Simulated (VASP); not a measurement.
# InSb (P4mm) in VASP: notebook

InSb is run at these levels: PBE+D3(BJ); tasks: single point.

All numbers are computed with VASP 6.6.1; they aren't measurements. Logs are shortened: lines on timing, memory, paths and dates and some standing lists are left out, and cuts for length are marked.

**1. The cell of the first run**

The structure is tetragonal, space group P4mm (No. 99). The conventional cell has a = 3.808 Å, b = 3.808 Å, c = 3.808 Å, α = 90.00°, β = 90.00°, γ = 90.00°. In (site symmetry 4mm) has 8 Sb at 3.06 to 3.58 Å and 6 In at 3.81 Å within 4.0 Å. Within 4.0 Å of Sb (site symmetry 4mm) lie 8 In at 3.06 to 3.58 Å and 6 Sb at 3.81 Å.

**2. Single point, PBE+D3(BJ) (atom 1 (In) moved by (-0.450, +0.000) A along x and y)**

INCAR reads:

```
SYSTEM = InSb
PREC     = Accurate       ! precision mode
ENCUT    = 500            ! plane-wave cutoff, eV
EDIFF    = 1E-6           ! SCF threshold, eV
ISMEAR   = 0              ! smearing method
SIGMA    = 0.15           ! smearing width, eV
LREAL    = .False.        ! projectors in reciprocal space
LASPH    = .True.         ! aspherical terms in the spheres
NELM     = 120            ! most SCF steps
ALGO     = Normal         ! electronic algorithm
ISIF     = 2              ! what is computed and relaxed
LWAVE    = .False.        ! write WAVECAR
LCHARG   = .False.        ! write CHGCAR
GGA      = PE             ! functional
IVDW     = 12             ! dispersion correction
NBANDS   = 16             ! bands
GGA_COMPAT= .False.
```

KPOINTS reads:

```
Automatic mesh
0
Gamma
  12 12 12
  0 0 0
```

POSCAR reads:

```
InSb
1.0
    3.8076520000      0.0000000000      0.0000000000
    0.0000000000      3.8076520000      0.0000000000
    0.0000000000      0.0000000000      3.8076520000
In Sb
1 1
Direct
   -0.1181830693      0.0000000000      0.0000000000
    0.5000000000      0.5000000000      0.5000000000
```

Potentials or basis: VASP PAW PBE potentials, release 64 (In_d, Sb).

On the command line:

```bash
$ cat potpaw_PBE.64/In_d/POTCAR potpaw_PBE.64/Sb/POTCAR > POTCAR
$ mpirun -np 1 vasp_std > vasp.out
```

OUTCAR:

```text
SYSTEM = InSb
   PREC = Accurate
   ENCUT = 500
   EDIFF = 1E-6
   ISMEAR = 0
   LREAL = .False.
   LASPH = .True.
   NELM = 120
   ISIF = 2
   GGA = PE
   IVDW = 12
 IVDW          = 12

 ion  position               nearest neighbor table
   1  0.882  0.000  0.000-   2 3.06   2 3.06   2 3.06   2 3.06   2 3.58   2 3.58   2 3.58   2 3.58

   2  0.500  0.500  0.500-   1 3.06   1 3.06   1 3.06   1 3.06   1 3.58   1 3.58   1 3.58   1 3.58

  LATTYP: Found a simple cubic cell.
 ALAT       =     3.8076520000

  Lattice vectors:

 A1 = (   3.8076520000,   0.0000000000,   0.0000000000)
 A2 = (   0.0000000000,   3.8076520000,   0.0000000000)
 A3 = (   0.0000000000,   0.0000000000,   3.8076520000)

Analysis of symmetry for initial positions (statically):
=====================================================================
 Subroutine PRICEL returns:
 Original cell was already a primitive cell.

 Routine SETGRP: Setting up the symmetry group for a
 simple cubic supercell.

 Subroutine GETGRP returns: Found  8 space group operations
 (whereof  8 operations were pure point group operations)
 out of a pool of 48 trial point group operations.

The static configuration has the point symmetry C_4v.

Analysis of symmetry for dynamics (positions and initial velocities):
=====================================================================
 Subroutine PRICEL returns:
 Original cell was already a primitive cell.

 Routine SETGRP: Setting up the symmetry group for a
 simple cubic supercell.

 Subroutine GETGRP returns: Found  8 space group operations
 (whereof  8 operations were pure point group operations)
 out of a pool of 48 trial point group operations.

The dynamic configuration has the point symmetry C_4v.

 Subroutine INISYM returns: Found  8 space group operations
 (whereof  8 operations are pure point group operations),
 and found     1 'primitive' translations

----------------------------------------------------------------------------------------

                                     Primitive cell

  volume of cell :      55.2042

  direct lattice vectors                    reciprocal lattice vectors
     3.807652000  0.000000000  0.000000000     0.262629043  0.000000000  0.000000000
     0.000000000  3.807652000  0.000000000     0.000000000  0.262629043  0.000000000
     0.000000000  0.000000000  3.807652000     0.000000000  0.000000000  0.262629043

  length of vectors
     3.807652000  3.807652000  3.807652000     0.262629043  0.262629043  0.262629043

  position of ions in fractional coordinates (direct lattice)
     0.881816931  0.000000000  0.000000000
[... 81 lines left out ...]
   NSW    =      0    number of steps for IOM
   IBRION =     -1    ionic relax: 0-MD 1-quasi-New 2-CG
   NFREE  =      0    steps in history (QN), initial steepest desc. (CG)
   ISIF   =      2    stress and relaxation
   ISYM   =      2    0-nonsym 1-usesym 2-fastsym
   POTIM  = 0.5000    time-step for ionic-motion
   TEBEG  =    0.0;   TEEND  =   0.0 temperature during run
   PSTRESS=    0.0 pullay stress
   NELECT =      18.0000    total number of electrons
   NUPDOWN=      -1.0000    fix difference up-down
   EMIN   =  10.00;   EMAX   =-10.00  energy-range for DOS
   EFERMI =   0.00;   METHOD = LEGACY
   ISMEAR =     0;   SIGMA  =   0.15  broadening in eV -4-tet -1-fermi 0-gaus
   EFERMI_NEDOS =   21; number of points for ismear=-14 and -15
   IALGO  =     38    algorithm
   IMIX   =      4    mixing-type and parameters
     AMIX     =   0.40;   BMIX     =  1.00
     AMIX_MAG =   1.60;   BMIX_MAG =  1.00
  volume/ion in A,a.u.               =      27.60       186.27
  Fermi-wavevector in a.u.,A,eV,Ry     =   1.126787  2.129318 17.274616  1.269648
  Thomas-Fermi vector in A             =   2.263470
   LORBIT       =      0    0 simple, 1 ext, 2 COOP (PROOUT), +10 PAW based schemes
   GGA     = PE    functional components
   LHFCALC =     F    Hartree Fock is set to
   AEXX    =    0.0000 exact exchange contribution
   IVDW    =    12    specifies the selected vdW correction
   LEPSILON=     F    determine dielectric tensor
   LRPA    =     F    only Hartree local field effects (RPA)
 non-spin polarized calculation
 Gauss-broadening in eV      SIGMA  =   0.15
  energy-cutoff  :      500.00
  volume of cell :       55.20
 maximum number of plane-waves:      1420
 NGX is ok and might be reduce to    28
   NGX = 13   NGY = 13   NGZ = 13

 number of electron      17.9999992 magnetization

 Free energy of the ion-electron system (eV)
  ---------------------------------------------------
  ext. energy  EPLUGINS =         0.00000000
  ---------------------------------------------------
  free energy    TOTEN  =        -6.37790384 eV

  energy without entropy =       -6.36408993  energy(sigma->0) =       -6.37099689

 E-fermi :   7.3671     XC(G=0): -10.0240

 val. band max:        7.3660753213   @ k =   0.0833   0.0000   0.4167
 cond. band min:       7.3718705131   @ k =   0.3333   0.1667   0.5000
 fundamental gap:      0.0057951918
 Fermi energy:         7.3670918509

 k-point     1 :       0.0000    0.0000    0.0000
  band No.  band energies     occupation
      1      -7.1157      2.00000
      2      -7.1020      2.00000
      3      -7.0073      2.00000
      4      -7.0058      2.00000
      5      -7.0058      2.00000
      6      -3.9946      2.00000
[... 433 lines left out ...]
      3      -7.0443      2.00000
      4      -7.0244      2.00000
      5      -7.0038      2.00000
      6      -2.9340      2.00000
[... 8 lines left out ...]
     15      16.0186      0.00000
     16      16.9991      0.00000

 [... further k-points ...]

------------------------ aborting loop because EDIFF is reached ----------------------------------------

 Edisp (eV)   -0.81905

 E8    (eV) :    -0.3918

  FORCE on cell =-STRESS in cart. coord.  units (eV):
  Direction    XX          YY          ZZ          XY          YZ          ZX
  --------------------------------------------------------------------------------------
  -------------------------------------------------------------------------------------
  Total      -0.98561     0.26616     0.26616     0.00000    -0.00000     0.00000
  in kB     -28.60504     7.72473     7.72473     0.00000    -0.00000     0.00000
  external pressure =       -4.39 kB  Pullay stress =        0.00 kB

 VOLUME and BASIS-vectors are now :
 -----------------------------------------------------------------------------
  energy-cutoff  :      500.00
  volume of cell :       55.20
      direct lattice vectors                 reciprocal lattice vectors
     3.807652000  0.000000000  0.000000000     0.262629043  0.000000000  0.000000000
     0.000000000  3.807652000  0.000000000     0.000000000  0.262629043  0.000000000
     0.000000000  0.000000000  3.807652000     0.000000000  0.000000000  0.262629043

 POSITION                                       TOTAL-FORCE (eV/Angst)
 -----------------------------------------------------------------------------------
      3.35765      0.00000      0.00000         0.559161     -0.000000      0.000000
      1.90383      1.90383      1.90383        -0.559161      0.000000     -0.000000
 -----------------------------------------------------------------------------------
    total drift:                               -0.001372     -0.000000      0.000002

  FREE ENERGIE OF THE ION-ELECTRON SYSTEM (eV)
  ---------------------------------------------------
  free  energy   TOTEN  =        -7.1969523902 eV

  energy  without entropy=       -7.1831384800  energy(sigma->0) =       -7.19004544
```

OSZICAR:

```text
N       E                     dE             d eps       ncg     rms          rms(c)
DAV:   1     0.101744626030E+03    0.10174E+03   -0.71660E+03  6272   0.116E+03
DAV:   2    -0.383638295366E+00   -0.10213E+03   -0.98655E+02  6936   0.281E+02
DAV:   3    -0.627171349018E+01   -0.58881E+01   -0.58399E+01  8016   0.653E+01
DAV:   4    -0.640953510424E+01   -0.13782E+00   -0.13777E+00  7800   0.109E+01
DAV:   5    -0.641674392766E+01   -0.72088E-02   -0.72087E-02  9528   0.226E+00    0.301E+00
DAV:   6    -0.638369049026E+01    0.33053E-01   -0.52503E-02  8280   0.390E+00    0.166E+00
DAV:   7    -0.637832559939E+01    0.53649E-02   -0.18365E-02  8784   0.173E+00    0.317E-01
DAV:   8    -0.637789258186E+01    0.43302E-03   -0.19362E-03  8080   0.573E-01    0.121E-01
DAV:   9    -0.637790839033E+01   -0.15808E-04   -0.19414E-04  8632   0.117E-01    0.481E-02
DAV:  10    -0.637790432610E+01    0.40642E-05   -0.77131E-06  8152   0.222E-02    0.200E-02
DAV:  11    -0.637790384353E+01    0.48257E-06   -0.16090E-06  6576   0.174E-02
   1 F= -.71969524E+01 E0= -.71900454E+01  d E =-.138139E-01
```

It took 72 s on 1 thread of Intel Xeon Platinum 8375C at 2.90GHz (Ice Lake), shared host; peak memory 0.3 GiB.

What came out:

| Property | Result |
| --- | --- |
| Free energy | -7.1970 eV |
| Pressure | -0.4 GPa |
| Largest force | 0.559 eV/Å |
| Band gap on the k mesh | zero (band 9 reaches 8.60 eV, above the bottom of band 10 at 5.38 eV) |
| Dispersion energy per atom | -0.410 eV |

Forces in eV/Å, atoms in the order of the input:
```
In   0.559  0.000  0.000
Sb  -0.559  0.000  0.000
```

Levels at points of the mesh, in eV from the Fermi level:
| k point | band 7 | band 8 | band 9 | band 10 | band 11 | band 12 |
| --- | --- | --- | --- | --- | --- | --- |
| (0.00, 0.00, 0.00) | -2.02 | -0.69 | -0.69 | -0.19 | 3.48 | 4.14 |
| (0.50, 0.00, 0.00) | -6.52 | 0.80 | 0.80 | 1.93 | 2.79 | 4.48 |
| (0.00, 0.50, 0.00) | -7.04 | 0.93 | 1.20 | 2.41 | 2.80 | 3.81 |
| (0.50, 0.50, 0.00) | -5.19 | -4.00 | -3.14 | 1.83 | 5.34 | 5.49 |
| (0.00, 0.50, 0.50) | -4.35 | -4.35 | -4.21 | 2.00 | 5.71 | 6.01 |
| (0.50, 0.50, 0.50) | -2.61 | -2.61 | -2.54 | -1.96 | -0.11 | 0.41 |

Caveat: the cell differs from its parent crystal (atom 1 (In) moved by (-0.450, +0.000) A along x and y); spin-orbit coupling is left out, which moves the levels of the heavy elements; pairwise dispersion overbinds metals, which lowers pressure and volume.

**3. Single point, PBE+D3(BJ) (atom 1 (In) moved by (-0.225, +0.000) A along x and y)**

INCAR reads:

```
PREC = Accurate ; ENCUT = 500
EDIFF = 1E-6 ; ISMEAR = 0
SIGMA = 0.15 ; LREAL = F
LASPH = T ; NELM = 120
ALGO = Normal ; ISIF = 2
LWAVE = F ; LCHARG = F
GGA = PE ; IVDW = 12
NBANDS = 16 ; GGA_COMPAT = F
```

KPOINTS reads:

```
regular mesh
0
Gamma
  12 12 12
```

POSCAR: that of step 2 with these lines changed.

```diff
@@ -8,3 +8,3 @@
 Direct
-   -0.1181830693      0.0000000000      0.0000000000
+   -0.0590915346      0.0000000000      0.0000000000
     0.5000000000      0.5000000000      0.5000000000
```

Potentials or basis: VASP PAW PBE potentials, release 64 (In_d, Sb).

On the command line:

```bash
$ cat potpaw_PBE.64/In_d/POTCAR potpaw_PBE.64/Sb/POTCAR > POTCAR
$ mpirun -np 1 vasp_std > vasp.out
```

It took 69 s on 1 thread of Intel Xeon Platinum 8375C at 2.90GHz (Ice Lake), shared host; peak memory 0.3 GiB.

The run converged. Its results:

```
Free energy                : -7.2923 eV
Pressure                   : -2.0 GPa
Largest force              : 0.280 eV/Å
Band gap on the k mesh     : zero (band 9 reaches 8.65 eV, above the bottom of band 10 at 5.37 eV)
Dispersion energy per atom : -0.409 eV
```

Forces on the atoms (eV/Å):
```
In   0.280  0.000  0.000
Sb  -0.280  0.000  0.000
```

Stress tensor (GPa, compression positive):
```
-2.66  0.00  0.00
 0.00 -1.71  0.00
 0.00  0.00 -1.71
```

Levels at points of the mesh, in eV from the Fermi level:
```csv
k point,band 5,band 6,band 7,band 8,band 9,band 10,band 11,band 12,band 13,band 14
"(0.00, 0.00, 0.00)",-14.35,-11.29,-2.11,-0.61,-0.61,-0.48,3.94,4.14,8.31,8.31
"(0.50, 0.00, 0.00)",-14.35,-9.79,-6.82,1.11,1.11,2.13,2.61,4.05,4.05,5.59
"(0.00, 0.50, 0.00)",-14.35,-9.72,-6.96,1.12,1.23,2.42,2.46,3.87,4.04,5.64
"(0.50, 0.50, 0.00)",-14.29,-8.39,-4.72,-4.19,-3.67,1.87,5.55,5.64,5.71,7.20
"(0.00, 0.50, 0.50)",-14.29,-8.34,-4.28,-4.28,-4.17,1.92,5.65,5.78,5.78,7.11
"(0.50, 0.50, 0.50)",-14.29,-7.62,-2.42,-2.23,-2.23,-2.02,-0.25,-0.09,-0.09,15.96
```

Caveat: the cell differs from its parent crystal (atom 1 (In) moved by (-0.225, +0.000) A along x and y); spin-orbit coupling is left out, which moves the levels of the heavy elements; pairwise dispersion overbinds metals, which lowers pressure and volume.
